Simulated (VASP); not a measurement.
# HfO2 (Fm-3m) in VASP: notebook

HfO2 is run at these levels: PBE; tasks: single point.

Everything below comes from runs of VASP 6.6.1. Logs are shortened: lines on timing, memory, paths and dates and some standing lists are left out, and cuts for length are marked.

**1. The cell of the first run**

The structure is cubic, space group Fm-3m (No. 225). The conventional cell has a = 5.115 Å, b = 5.115 Å, c = 5.115 Å, α = 90.00°, β = 90.00°, γ = 90.00°. Hf (site symmetry m-3m) has 8 O at 2.21 Å within 2.9 Å. Within 2.9 Å of O (site symmetry -43m) lie 4 Hf at 2.21 Å and 6 O at 2.56 Å.

**2. Single point, PBE**

INCAR

```
SYSTEM = HfO2
ALGO     = Normal         ! electronic algorithm
EDIFF    = 1E-6           ! SCF threshold, eV
ENCUT    = 520            ! plane-wave cutoff, eV
GGA      = PE             ! functional
ISIF     = 2              ! what is computed and relaxed
ISMEAR   = 0              ! smearing method
LASPH    = .True.         ! aspherical terms in the spheres
LCHARG   = .False.        ! write CHGCAR
LREAL    = .False.        ! projectors in reciprocal space
LWAVE    = .False.        ! write WAVECAR
NBANDS   = 18             ! bands
NELM     = 100            ! most SCF steps
PREC     = Accurate       ! precision mode
SIGMA    = 0.023          ! smearing width, eV
```

KPOINTS

```
k-points
0
Gamma
  9 9 9
  0 0 0
```

POSCAR

```
HfO2
1.0
    0.0000000000      2.5575000000      2.5575000000
    2.5575000000      0.0000000000      2.5575000000
    2.5575000000      2.5575000000      0.0000000000
Hf O
1 2
Direct
    0.0000000000      0.0000000000      0.0000000000
    0.7500000000      0.7500000000      0.7500000000
    0.2500000000      0.2500000000      0.2500000000
```

Potentials or basis: VASP PAW PBE potentials, release 64 (Hf_pv, O).

Run with:

```bash
cat potpaw_PBE.64/Hf_pv/POTCAR potpaw_PBE.64/O/POTCAR > POTCAR
mpirun -np 1 vasp_std > vasp.out
```

OUTCAR:

```text
SYSTEM = HfO2
   EDIFF = 1E-6
   ENCUT = 520
   GGA = PE
   ISIF = 2
   ISMEAR = 0
   LASPH = .True.
   LREAL = .False.
   NELM = 100
   PREC = Accurate

 ion  position               nearest neighbor table
   1  0.000  0.000  0.000-   2 2.21   2 2.21   2 2.21   2 2.21   3 2.21   3 2.21   3 2.21   3 2.21

   2  0.750  0.750  0.750-   1 2.21   1 2.21   1 2.21   1 2.21
   3  0.250  0.250  0.250-   1 2.21   1 2.21   1 2.21   1 2.21

  LATTYP: Found a face centered cubic cell.
 ALAT       =     5.1150000000

  Lattice vectors:

 A1 = (   0.0000000000,   2.5575000000,   2.5575000000)
 A2 = (   2.5575000000,   0.0000000000,   2.5575000000)
 A3 = (   2.5575000000,   2.5575000000,   0.0000000000)

Analysis of symmetry for initial positions (statically):
=====================================================================
 Subroutine PRICEL returns:
 Original cell was already a primitive cell.

 Routine SETGRP: Setting up the symmetry group for a
 face centered cubic supercell.

 Subroutine GETGRP returns: Found 48 space group operations
[... 9 lines left out ...]

 Routine SETGRP: Setting up the symmetry group for a
 face centered cubic supercell.

 Subroutine GETGRP returns: Found 48 space group operations
[... 11 lines left out ...]
                                     Primitive cell

  volume of cell :      33.4562

  direct lattice vectors                    reciprocal lattice vectors
     0.000000000  2.557500000  2.557500000    -0.195503421  0.195503421  0.195503421
     2.557500000  0.000000000  2.557500000     0.195503421 -0.195503421  0.195503421
     2.557500000  2.557500000  0.000000000     0.195503421  0.195503421 -0.195503421

  length of vectors
     3.616851186  3.616851186  3.616851186     0.338621859  0.338621859  0.338621859

  position of ions in fractional coordinates (direct lattice)
     0.000000000  0.000000000  0.000000000
     0.750000000  0.750000000  0.750000000
     0.250000000  0.250000000  0.250000000

  ion indices of the primitive-cell ions
   primitive index   ion index
                 1           1
                 2           2
                 3           3

----------------------------------------------------------------------------------------

 KPOINTS: k-points

Automatic generation of k-mesh.
 Grid dimensions read from file:
 generate k-points for:    9    9    9

 Generating k-lattice:

[... 50 lines left out ...]
   NGXF,Y,Z  is equivalent  to a cutoff of  25.74, 25.74, 25.74 a.u.
 SYSTEM =  HfO2
   PREC   = accura    normal or accurate (medium, high low for compatibility)
   ISTART =      0    job   : 0-new  1-cont  2-samecut
   ICHARG =      2    charge: 1-file 2-atom 10-const
   ISPIN  =      1    spin polarized calculation?
   LNONCOLLINEAR =      F non collinear calculations
   LSORBIT =      F    spin-orbit coupling
   LASPH  =      T    aspherical Exc in radial PAW
   ENCUT  =  520.0 eV  38.22 Ry    6.18 a.u.   6.72  6.72  6.72*2*pi/ulx,y,z
   NELM   =    100;   NELMIN=  2; NELMDL= -5     # of ELM steps
   EDIFF  = 0.1E-05   stopping-criterion for ELM
   LREAL  =      F    real-space projection
   EDIFFG = 0.1E-04   stopping-criterion for IOM
   NSW    =      0    number of steps for IOM
   IBRION =     -1    ionic relax: 0-MD 1-quasi-New 2-CG
   NFREE  =      0    steps in history (QN), initial steepest desc. (CG)
   ISIF   =      2    stress and relaxation
   ISYM   =      2    0-nonsym 1-usesym 2-fastsym
   POTIM  = 0.5000    time-step for ionic-motion
   TEBEG  =    0.0;   TEEND  =   0.0 temperature during run
   PSTRESS=    0.0 pullay stress
   NELECT =      22.0000    total number of electrons
   NUPDOWN=      -1.0000    fix difference up-down
   EMIN   =  10.00;   EMAX   =-10.00  energy-range for DOS
   EFERMI =   0.00;   METHOD = LEGACY
   ISMEAR =     0;   SIGMA  =   0.02  broadening in eV -4-tet -1-fermi 0-gaus
   EFERMI_NEDOS =   21; number of points for ismear=-14 and -15
   IALGO  =     38    algorithm
   IMIX   =      4    mixing-type and parameters
     AMIX     =   0.40;   BMIX     =  1.00
     AMIX_MAG =   1.60;   BMIX_MAG =  1.00
  volume/ion in A,a.u.               =      11.15        75.26
  Fermi-wavevector in a.u.,A,eV,Ry     =   1.423607  2.690227 27.574337  2.026657
  Thomas-Fermi vector in A             =   2.544186
   LORBIT       =      0    0 simple, 1 ext, 2 COOP (PROOUT), +10 PAW based schemes
   GGA     = PE    functional components
   LHFCALC =     F    Hartree Fock is set to
   AEXX    =    0.0000 exact exchange contribution
   IVDW    =     0    specifies the selected vdW correction
   LEPSILON=     F    determine dielectric tensor
   LRPA    =     F    only Hartree local field effects (RPA)
 non-spin polarized calculation
 Gauss-broadening in eV      SIGMA  =   0.02
  energy-cutoff  :      520.00
  volume of cell :       33.46
 maximum number of plane-waves:       914
   NGX = 13   NGY = 13   NGZ = 13

 number of electron      21.9999993 magnetization

 Free energy of the ion-electron system (eV)
  ---------------------------------------------------
  ext. energy  EPLUGINS =         0.00000000
  ---------------------------------------------------
  free energy    TOTEN  =       -30.23356050 eV

  energy without entropy =      -30.23356050  energy(sigma->0) =      -30.23356050

 E-fermi :   4.1212     XC(G=0): -11.6975

 val. band max:        4.0047842344   @ k =  -0.4444   0.4444   0.0000
 cond. band min:       7.8401339538   @ k =   0.4444   0.4444   0.0000
 fundamental gap:      3.8353497193
 Fermi energy:         4.1212027695

 k-point     1 :       0.0000    0.0000    0.0000
  band No.  band energies     occupation
      1     -25.7562      2.00000
      2     -25.7562      2.00000
      3     -25.7562      2.00000
      4     -14.5140      2.00000
      5     -11.6119      2.00000
      6      -1.1274      2.00000
[... 481 lines left out ...]
      5     -12.5660      2.00000
      6      -2.1108      2.00000
[... 10 lines left out ...]
     17      15.8275      0.00000
     18      17.3608      0.00000

 [... further k-points ...]
[... 5 lines left out ...]
  --------------------------------------------------------------------------------------
  -------------------------------------------------------------------------------------
  Total       -1.2508624     -1.2508624     -1.2508624     -0.0000000      0.0000000     -0.0000000
  in kB      -59.9022576    -59.9022576    -59.9022576     -0.0000000      0.0000000     -0.0000000
  external PRESSURE =     -59.9022576 kB  Pullay stress =       0.0000000 kB

 VOLUME and BASIS-vectors are now :
 -----------------------------------------------------------------------------
  energy-cutoff  :      520.00
  volume of cell :       33.46
      direct lattice vectors                 reciprocal lattice vectors
     0.000000000  2.557500000  2.557500000    -0.195503421  0.195503421  0.195503421
     2.557500000  0.000000000  2.557500000     0.195503421 -0.195503421  0.195503421
     2.557500000  2.557500000  0.000000000     0.195503421  0.195503421 -0.195503421

 POSITION                                       TOTAL-FORCE (eV/Angst)
 -----------------------------------------------------------------------------------
      0.00000      0.00000      0.00000        -0.000000      0.000000      0.000000
      3.83625      3.83625      3.83625         0.000000      0.000000      0.000000
      1.27875      1.27875      1.27875        -0.000000     -0.000000     -0.000000
 -----------------------------------------------------------------------------------
    total drift:                                0.000000      0.000000      0.000000

  FREE ENERGIE OF THE ION-ELECTRON SYSTEM (eV)
  ---------------------------------------------------
  free  energy   TOTEN  =       -30.2335604961 eV

  energy  without entropy=      -30.2335604961  energy(sigma->0) =      -30.23356050
```

OSZICAR:

```text
N       E                     dE             d eps       ncg     rms          rms(c)
DAV:   1     0.944125410987E+02    0.94413E+02   -0.12586E+04  1260   0.120E+03
DAV:   2    -0.318320641370E+02   -0.12624E+03   -0.12269E+03  1596   0.287E+02
DAV:   3    -0.360371825208E+02   -0.42051E+01   -0.41883E+01  1460   0.468E+01
DAV:   4    -0.360632921358E+02   -0.26110E-01   -0.26101E-01  1516   0.410E+00
DAV:   5    -0.360634686891E+02   -0.17655E-03   -0.17655E-03  1446   0.313E-01    0.453E+01
DAV:   6    -0.303827339529E+02    0.56807E+01   -0.20714E+01  1288   0.321E+01    0.399E+01
DAV:   7    -0.302761892153E+02    0.10654E+00   -0.68149E-01  1428   0.678E+00    0.285E+01
DAV:   8    -0.302597487300E+02    0.16440E-01   -0.34450E-01  1368   0.529E+00    0.101E+01
DAV:   9    -0.302331816876E+02    0.26567E-01   -0.75488E-02  1334   0.235E+00    0.271E+00
DAV:  10    -0.302335132304E+02   -0.33154E-03   -0.34876E-03  1400   0.448E-01    0.139E-01
DAV:  11    -0.302335444534E+02   -0.31223E-04   -0.19193E-04  1460   0.115E-01    0.225E-01
DAV:  12    -0.302335595374E+02   -0.15084E-04   -0.41559E-05  1372   0.429E-02    0.116E-02
DAV:  13    -0.302335604961E+02   -0.95867E-06   -0.13883E-06  1360   0.878E-03
   1 F= -.30233560E+02 E0= -.30233560E+02  d E =-.159492E-14
```

Run time: 41 s. Hardware: 1 thread of AMD EPYC 7R43 (Zen 3), shared host; peak memory 0.13 GiB.

What came out:

| Quantity | Value |
| --- | --- |
| Free energy | -30.2336 eV |
| Pressure | -6.0 GPa |
| Band gap on the k mesh | 3.84 eV, indirect (least direct gap 3.95 eV) |

Caveat: spin-orbit coupling is left out, which moves the levels of the heavy elements. Expect the measured gap to be larger: semilocal functionals such as PBE lack the derivative discontinuity.

**3. Single point, PBE**

INCAR

```
  ALGO = Normal
  EDIFF = 1E-6
  ENCUT = 520
  GGA = PE
  ISIF = 2
  ISMEAR = 0
  LASPH = True
  LCHARG = False
  LREAL = False
  LWAVE = False
  NBANDS = 18
  NELM = 100
  PREC = Accurate
  SIGMA = 0.024
```

KPOINTS

```
k-points
0
Gamma
  9 9 9
```

POSCAR is that of step 2.

Potentials or basis: VASP PAW PBE potentials, release 64 (Hf_pv, O).

Run with:

```bash
cat potpaw_PBE.64/Hf_pv/POTCAR potpaw_PBE.64/O/POTCAR > POTCAR
mpirun -np 1 vasp_std > vasp.out
```

Run time: 38 s. Hardware: 1 thread of AMD EPYC 7R43 (Zen 3), shared host; peak memory 0.13 GiB.

Results (log left out):

| Item | Value |
| --- | --- |
| Free energy | -30.2336 eV |
| Pressure | -6.0 GPa |
| Band gap on the k mesh | 3.84 eV, indirect (least direct gap 3.95 eV) |

Levels at points of the mesh, in eV from the valence-band top:
```csv
k point,band 8,band 9,band 10,band 11,band 12,band 13,band 14,band 15
"(0.00, 0.00, 0.00)",-5.13,-0.54,-0.54,-0.54,3.86,3.86,5.67,10.14
```

Caveat: spin-orbit coupling is left out, which moves the levels of the heavy elements. A k mesh can miss the band edges.

(Part 1 of 2 ends here.)
